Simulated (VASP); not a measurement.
# Ga (C2/c) in VASP: notebook

The runs below take Ga through single point, with PBEsol.

All numbers are computed with VASP 6.6.1; they aren't measurements. Logs are shortened: lines on timing, memory, paths and dates and some standing lists are left out, and cuts for length are marked.

## 1. The cell of the first run

Symmetry: C2/c, No. 15, monoclinic system. Conventional cell: a = 4.520 Å, b = 7.597 Å, c = 4.984 Å, α = 90.00°, β = 106.30°, γ = 90.00°. Within 3.2 Å of Ga (site symmetry 1) lie 7 Ga at 2.40 to 3.16 Å.

## 2. Single point, PBEsol (engineering shear strain xz -0.3000, normal strain along z +0.1000)

The input, INCAR:

```
PREC = Accurate ; ENCUT = 520
EDIFF = 1E-6 ; ISMEAR = 0
SIGMA = 0.15 ; LREAL = False
LASPH = True ; NELM = 100
ALGO = Normal ; ISIF = 2
LWAVE = False ; LCHARG = True
GGA = PS ; LELF = True
LVHAR = True ; NBANDS = 34
```

The input, KPOINTS:

```
Automatic mesh
0
Gamma
  10 10 10
```

The input, POSCAR:

```
Ga
1.0
    2.2350478178     -3.7986615528     -0.3352571727
    2.2350478178      3.7986615528     -0.3352571727
   -0.6734664180      0.0000000000      4.9387537321
Ga
4
Direct
    0.1559156097      0.8440843903      0.0832479706
    0.6559156097      0.3440843903      0.4167520294
    0.8440843903      0.1559156097      0.9167520294
    0.3440843903      0.6559156097      0.5832479706
```

Potentials or basis: VASP PAW PBE potentials, release 64 (Ga_d).

Command:

```sh
> cat potpaw_PBE.64/Ga_d/POTCAR > POTCAR
> mpirun -np 1 vasp_std > vasp.out
```

OUTCAR:

```text
PREC = Accurate
   ENCUT = 520
   EDIFF = 1E-6
   ISMEAR = 0
   LREAL = False
   LASPH = True
   NELM = 100
   ISIF = 2
   GGA = PS

 ion  position               nearest neighbor table
   1  0.156  0.844  0.083-   2 2.40   3 2.51   3 2.61   4 2.87   4 2.87
   2  0.656  0.344  0.417-   1 2.40   4 2.51   4 2.61   3 2.87   3 2.87
   3  0.844  0.156  0.917-   4 2.40   1 2.51   1 2.61   2 2.87   2 2.87
   4  0.344  0.656  0.583-   3 2.40   2 2.51   2 2.61   1 2.87   1 2.87

  LATTYP: Found a base centered monoclinic cell.
 ALAT       =     4.5201044765
 B/A-ratio  =     1.6807848458
 C/A-ratio  =     1.1027312360
 COS(beta)  =    -0.2805985558

  Lattice vectors:

 A1 = (   2.2350478178,  -3.7986615528,  -0.3352571727)
 A2 = (   2.2350478178,   3.7986615528,  -0.3352571727)
 A3 = (  -0.6734664180,   0.0000000000,   4.9387537321)

Analysis of symmetry for initial positions (statically):
=====================================================================
 Subroutine PRICEL returns:
 Original cell was already a primitive cell.

 Routine SETGRP: Setting up the symmetry group for a
 base centered monoclinic supercell.

 Subroutine GETGRP returns: Found  4 space group operations
 (whereof  2 operations were pure point group operations)
 out of a pool of  4 trial point group operations.

The static configuration has the point symmetry S_2 .
 The point group associated with its full space group is C_2h.

Analysis of symmetry for dynamics (positions and initial velocities):
=====================================================================
 Subroutine PRICEL returns:
 Original cell was already a primitive cell.

 Routine SETGRP: Setting up the symmetry group for a
 base centered monoclinic supercell.

 Subroutine GETGRP returns: Found  4 space group operations
 (whereof  2 operations were pure point group operations)
 out of a pool of  4 trial point group operations.

The dynamic configuration has the point symmetry S_2 .
 The point group associated with its full space group is C_2h.

 Subroutine INISYM returns: Found  4 space group operations
 (whereof  2 operations are pure point group operations),
 and found     1 'primitive' translations

----------------------------------------------------------------------------------------

                                     Primitive cell

  volume of cell :      82.1466

  direct lattice vectors                    reciprocal lattice vectors
     2.235047818 -3.798661553 -0.335257173     0.228380275 -0.131625309  0.031142765
     2.235047818  3.798661553 -0.335257173     0.228380275  0.131625309  0.031142765
    -0.673466418  0.000000000  4.938753732     0.031006254  0.000000000  0.206708357

  length of vectors
     4.420143178  4.420143178  4.984460396     0.265429169  0.265429169  0.209020891

  position of ions in fractional coordinates (direct lattice)
     0.155915610  0.844084390  0.083247971
     0.655915610  0.344084390  0.416752029
     0.844084390  0.155915610  0.916752029
     0.344084390  0.655915610  0.583247971

  ion indices of the primitive-cell ions
   primitive index   ion index
                 1           1
                 2           2
                 3           3
                 4           4

----------------------------------------------------------------------------------------

 KPOINTS: Automatic mesh

Automatic generation of k-mesh.
 Grid dimensions read from file:
 generate k-points for:   10   10   10

 Generating k-lattice:

  Cartesian coordinates                     Fractional coordinates (reciprocal lattice)
     0.022838028 -0.013162531  0.003114276     0.100000000 -0.000000000 -0.000000000
     0.022838028  0.013162531  0.003114276    -0.000000000  0.100000000 -0.000000000
     0.003100625  0.000000000  0.020670836    -0.000000000 -0.000000000  0.100000000

  Length of vectors
     0.026542917  0.026542917  0.020902089

  Shift w.r.t. Gamma in fractional coordinates (k-lattice)
     0.000000000  0.000000000  0.000000000

 Subroutine IBZKPT returns following result:
 ===========================================

 Found    282 irreducible k-points:

 Following reciprocal coordinates:
            Coordinates               Weight
  0.000000  0.000000  0.000000      1.000000
  0.100000  0.000000 -0.000000      4.000000
  0.200000  0.000000 -0.000000      4.000000
  0.300000  0.000000  0.000000      4.000000
  0.400000  0.000000  0.000000      4.000000
  0.500000 -0.000000  0.000000      2.000000
[... 16 lines left out ...]
  0.300000  0.300000  0.000000      2.000000
  0.400000  0.300000  0.000000      4.000000
 [... further k-points ...]
   k-points           NKPTS =    282   k-points in BZ     NKDIM =    282   number of bands    NBANDS=     34
   number of dos      NEDOS =    301   number of ions     NIONS =      4
   total plane-waves  NPLWV =  51840
   dimension x,y,z NGX =    36 NGY =   36 NGZ =   40
   dimension x,y,z NGXF=    72 NGYF=   72 NGZF=   80
   ions per type =               4
   NGX,Y,Z   is equivalent  to a cutoff of  13.54, 13.54, 13.34 a.u.
   NGXF,Y,Z  is equivalent  to a cutoff of  27.08, 27.08, 26.68 a.u.
 SYSTEM =  unknown system
   PREC   = accura    normal or accurate (medium, high low for compatibility)
   ISTART =      0    job   : 0-new  1-cont  2-samecut
   ICHARG =      2    charge: 1-file 2-atom 10-const
   ISPIN  =      1    spin polarized calculation?
   LNONCOLLINEAR =      F non collinear calculations
   LSORBIT =      F    spin-orbit coupling
   LASPH  =      T    aspherical Exc in radial PAW
   ENCUT  =  520.0 eV  38.22 Ry    6.18 a.u.   8.22  8.22  9.27*2*pi/ulx,y,z
   NELM   =    100;   NELMIN=  2; NELMDL= -5     # of ELM steps
   EDIFF  = 0.1E-05   stopping-criterion for ELM
   LREAL  =      F    real-space projection
   EDIFFG = 0.1E-04   stopping-criterion for IOM
   NSW    =      0    number of steps for IOM
   IBRION =     -1    ionic relax: 0-MD 1-quasi-New 2-CG
   NFREE  =      0    steps in history (QN), initial steepest desc. (CG)
   ISIF   =      2    stress and relaxation
   ISYM   =      2    0-nonsym 1-usesym 2-fastsym
   POTIM  = 0.5000    time-step for ionic-motion
   TEBEG  =    0.0;   TEEND  =   0.0 temperature during run
   PSTRESS=    0.0 pullay stress
   NELECT =      52.0000    total number of electrons
   NUPDOWN=      -1.0000    fix difference up-down
   EMIN   =  10.00;   EMAX   =-10.00  energy-range for DOS
   EFERMI =   0.00;   METHOD = LEGACY
   ISMEAR =     0;   SIGMA  =   0.15  broadening in eV -4-tet -1-fermi 0-gaus
   EFERMI_NEDOS =   21; number of points for ismear=-14 and -15
   IALGO  =     38    algorithm
   IMIX   =      4    mixing-type and parameters
     AMIX     =   0.40;   BMIX     =  1.00
     AMIX_MAG =   1.60;   BMIX_MAG =  1.00
  volume/ion in A,a.u.               =      20.54       138.59
  Fermi-wavevector in a.u.,A,eV,Ry     =   1.405657  2.656307 26.883381  1.975873
  Thomas-Fermi vector in A             =   2.528096
   LORBIT       =      0    0 simple, 1 ext, 2 COOP (PROOUT), +10 PAW based schemes
   GGA     = PS    functional components
   LHFCALC =     F    Hartree Fock is set to
   AEXX    =    0.0000 exact exchange contribution
   IVDW    =     0    specifies the selected vdW correction
   LEPSILON=     F    determine dielectric tensor
   LRPA    =     F    only Hartree local field effects (RPA)
 non-spin polarized calculation
 Gauss-broadening in eV      SIGMA  =   0.15
  energy-cutoff  :      520.00
  volume of cell :       82.15
 maximum number of plane-waves:      2229
 NGX is ok and might be reduce to    36
   NGX = 17   NGY = 17   NGZ = 19

 number of electron      51.9999994 magnetization

 Free energy of the ion-electron system (eV)
  ---------------------------------------------------
  ext. energy  EPLUGINS =         0.00000000
  ---------------------------------------------------
  free energy    TOTEN  =       -12.82741820 eV

  energy without entropy =      -12.80855263  energy(sigma->0) =      -12.81798542

 E-fermi :   4.4175     XC(G=0): -10.5372

 val. band max:        4.4168802012   @ k =  -0.1000   0.3000   0.1000
 cond. band min:       4.4202263290   @ k =  -0.4000   0.3000   0.2000
 fundamental gap:      0.0033461279
 Fermi energy:         4.4175148364

 k-point     1 :       0.0000    0.0000    0.0000
  band No.  band energies     occupation
      1     -10.7204      2.00000
      2     -10.7087      2.00000
      3     -10.5653      2.00000
      4     -10.5628      2.00000
      5     -10.5250      2.00000
      6     -10.5191      2.00000
[... 26 lines left out ...]
     33      10.4670      0.00000
     34      12.1232      0.00000

 k-point     2 :       0.1000    0.0000   -0.0000
  band No.  band energies     occupation
      1     -10.7225      2.00000
      2     -10.6990      2.00000
      3     -10.5721      2.00000
      4     -10.5663      2.00000
      5     -10.5385      2.00000
      6     -10.5115      2.00000
[... 26 lines left out ...]
     33      10.5867      0.00000
     34      11.5852      0.00000

 k-point     3 :       0.2000    0.0000   -0.0000
  band No.  band energies     occupation
      1     -10.7201      2.00000
      2     -10.6849      2.00000
      3     -10.5832      2.00000
      4     -10.5702      2.00000
      5     -10.5534      2.00000
      6     -10.5066      2.00000
[... 26 lines left out ...]
     33      10.4775      0.00000
     34      11.0858      0.00000

 k-point     4 :       0.3000    0.0000    0.0000
  band No.  band energies     occupation
      1     -10.7145      2.00000
      2     -10.6800      2.00000
      3     -10.5905      2.00000
      4     -10.5722      2.00000
      5     -10.5528      2.00000
      6     -10.5142      2.00000
[... 26 lines left out ...]
     33      10.6089      0.00000
     34      11.1607      0.00000

 k-point     5 :       0.4000    0.0000    0.0000
  band No.  band energies     occupation
      1     -10.7115      2.00000
      2     -10.6831      2.00000
      3     -10.5902      2.00000
      4     -10.5702      2.00000
      5     -10.5484      2.00000
      6     -10.5172      2.00000
[... 621 lines left out ...]
 k-point    22 :      -0.2000    0.2000    0.0000
  band No.  band energies     occupation
      1     -10.7537      2.00000
      2     -10.6769      2.00000
      3     -10.5785      2.00000
      4     -10.5554      2.00000
      5     -10.5441      2.00000
      6     -10.5332      2.00000
[... 26 lines left out ...]
     33       9.8540      0.00000
     34      10.3475      0.00000

 k-point    23 :       0.3000    0.3000    0.0000
  band No.  band energies     occupation
      1     -10.7339      2.00000
      2     -10.6705      2.00000
      3     -10.6018      2.00000
      4     -10.5882      2.00000
      5     -10.5664      2.00000
      6     -10.5081      2.00000
[... 26 lines left out ...]
     33      11.3146      0.00000
     34      12.1857      0.00000

 k-point    24 :       0.4000    0.3000    0.0000
  band No.  band energies     occupation
      1     -10.7476      2.00000
      2     -10.6596      2.00000
      3     -10.6252      2.00000
      4     -10.5989      2.00000
      5     -10.5510      2.00000
      6     -10.4832      2.00000
[... 26 lines left out ...]
     33      10.9203      0.00000
     34      12.1951      0.00000

 [... further k-points ...]
[... 5 lines left out ...]
  --------------------------------------------------------------------------------------
  -------------------------------------------------------------------------------------
  Total        1.2017628     -0.7274335      0.0454460      0.0000000      0.0000000      2.9909059
  in kB       23.4390472    -14.1877812      0.8863738      0.0000000      0.0000000     58.3342939
  external PRESSURE =       3.3792133 kB  Pullay stress =       0.0000000 kB

 VOLUME and BASIS-vectors are now :
 -----------------------------------------------------------------------------
  energy-cutoff  :      520.00
  volume of cell :       82.15
      direct lattice vectors                 reciprocal lattice vectors
     2.235047818 -3.798661553 -0.335257173     0.228380275 -0.131625309  0.031142765
     2.235047818  3.798661553 -0.335257173     0.228380275  0.131625309  0.031142765
    -0.673466418  0.000000000  4.938753732     0.031006254  0.000000000  0.206708357

 POSITION                                       TOTAL-FORCE (eV/Angst)
 -----------------------------------------------------------------------------------
      2.17898      2.61412      0.07588        -0.683072     -0.275511     -0.514034
      1.95438     -1.18454      1.72298         0.683072     -0.275511      0.514034
      1.61765     -2.61412      4.19236         0.683072      0.275511      0.514034
      1.84225      1.18454      2.54526        -0.683072      0.275511     -0.514034
 -----------------------------------------------------------------------------------
    total drift:                               -0.000000     -0.000000      0.000000

  FREE ENERGIE OF THE ION-ELECTRON SYSTEM (eV)
  ---------------------------------------------------
  free  energy   TOTEN  =       -12.8274182031 eV

  energy  without entropy=      -12.8085526283  energy(sigma->0) =      -12.81798542
```

Run time: 6.9 min. Hardware: 1 thread of Intel Xeon Platinum 8488C (Sapphire Rapids), shared host; peak memory 0.62 GiB.

Results:

```
Free energy            : -12.8274 eV
Pressure               : 0.3 GPa
Largest force          : 0.898 eV/Å
Band gap on the k mesh : zero (band 26 reaches 5.23 eV, above the bottom of band 27 at 3.30 eV)
```

Forces on the atoms (eV/Å):
```
Ga  -0.683 -0.276 -0.514
Ga   0.683 -0.276  0.514
Ga   0.683  0.276  0.514
Ga  -0.683  0.276 -0.514
```

Caveat: the cell differs from its parent crystal (engineering shear strain xz -0.3000, normal strain along z +0.1000); the PAW data sets were made with another functional, which shifts forces and pressure a little.

## 3. Single point, PBEsol (engineering shear strain xz -0.1000, normal strain along z +0.0500)

The input, INCAR:

```
SYSTEM = Ga
  ALGO = Normal
  EDIFF = 1E-6
  ENCUT = 520
  GGA = PS
  ISIF = 2
  ISMEAR = 0
  LASPH = .True.
  LCHARG = .True.
  LELF = .True.
  LREAL = .False.
  LVHAR = .True.
  LWAVE = .False.
  NBANDS = 34
  NELM = 100
  PREC = Accurate
  SIGMA = 0.15
```

The input, KPOINTS:

```
k-points
0
Gamma
  10 10 10
  0 0 0
```

The input, POSCAR:

```
Ga
1.0
    2.2350478178     -3.7986615528     -0.1117523909
    2.2350478178      3.7986615528     -0.1117523909
   -0.2244888060      0.0000000000      4.7142649261
Ga
4
Direct
    0.1559156097      0.8440843903      0.0832479706
    0.6559156097      0.3440843903      0.4167520294
    0.8440843903      0.1559156097      0.9167520294
    0.3440843903      0.6559156097      0.5832479706
```

Potentials or basis: VASP PAW PBE potentials, release 64 (Ga_d).

Command:

```sh
> cat potpaw_PBE.64/Ga_d/POTCAR > POTCAR
> mpirun -np 1 vasp_std > vasp.out
```

Run time: 6.4 min. Hardware: 1 thread of Intel Xeon Platinum 8488C (Sapphire Rapids), shared host; peak memory 0.6 GiB.

Results (log left out):

```yaml
Free_energy: -13.2909 eV
Pressure: -1.7 GPa
Largest_force: 0.183 eV/Å
Band_gap_on_the_k_mesh: zero (band 26 reaches 5.24 eV, above the bottom of band 27 at 3.85 eV)
```

Forces on the atoms (eV/Å):
```
Ga  -0.113 -0.139 -0.039
Ga   0.113 -0.139  0.039
Ga   0.113  0.139  0.039
Ga  -0.113  0.139 -0.039
```

Stress tensor (GPa, compression positive):
```
-1.51  0.00  2.88
 0.00 -0.84  0.00
 2.88  0.00 -2.80
```

Levels at points of the mesh, in eV from the Fermi level:
| k point | band 23 | band 24 | band 25 | band 26 | band 27 | band 28 | band 29 | band 30 |
| --- | --- | --- | --- | --- | --- | --- | --- | --- |
| (0.00, 0.00, 0.00) | -4.02 | -1.44 | -1.27 | -0.53 | 1.08 | 1.10 | 1.35 | 3.70 |
| (0.50, 0.00, 0.00) | -3.76 | -3.16 | -1.98 | -1.08 | -0.04 | 1.04 | 3.64 | 4.04 |
| (0.50, 0.50, 0.00) | -3.96 | -3.03 | -2.18 | -1.73 | 0.93 | 1.02 | 2.03 | 3.41 |
| (0.00, 0.00, 0.50) | -0.54 | -0.54 | 0.09 | 0.09 | 0.87 | 0.87 | 2.08 | 2.08 |
| (0.50, 0.00, 0.50) | -6.45 | -5.87 | -1.65 | -1.16 | 0.33 | 0.84 | 6.05 | 6.30 |
| (0.50, 0.50, 0.50) | -5.38 | -5.38 | -1.46 | -1.46 | -0.30 | -0.30 | 5.88 | 5.88 |

Caveat: the cell differs from its parent crystal (engineering shear strain xz -0.1000, normal strain along z +0.0500); the PAW data sets were made with another functional, which shifts forces and pressure a little.
